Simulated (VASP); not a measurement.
Here is a VASP 6.6.1 calculation.

INCAR

```
ALGO = Normal
EDIFF = 1E-6
EDIFFG = -0.002
ENCUT = 520
GGA = PS
IBRION = 2
ISIF = 2
ISMEAR = 0
LASPH = T
LCHARG = F
LREAL = F
LWAVE = F
NELM = 100
NSW = 60
PREC = Accurate
SIGMA = 0.02
```

KPOINTS

```
k-points
0
Gamma
  10 10 10
```

Contents of POSCAR:

```
Si
1.0
   -0.0146913919      2.7043535180      2.7249421506
    2.7043535180     -0.0146913919      2.7249421506
    2.6896621260      2.6896621260      0.0000000000
Si
2
Direct
   -0.0008532342     -0.0008532342      0.0008532342
    0.2508532342      0.2508532342      0.2491467658
```

Potentials or basis: VASP PAW PBE potentials, release 64 (Si).

Command:

```bash
$ cat potpaw_PBE.64/Si/POTCAR > POTCAR
$ mpirun -np 1 vasp_std > vasp.out
```

(1) Estimate the energy gained by relaxing.

(2) Predict the band gap on the k mesh.

Results:

(1) 0.0 meV/atom.

(2) 0.36 eV, indirect (least direct gap 2.38 eV).

Caveat: the cell differs from its parent crystal (strained cell).
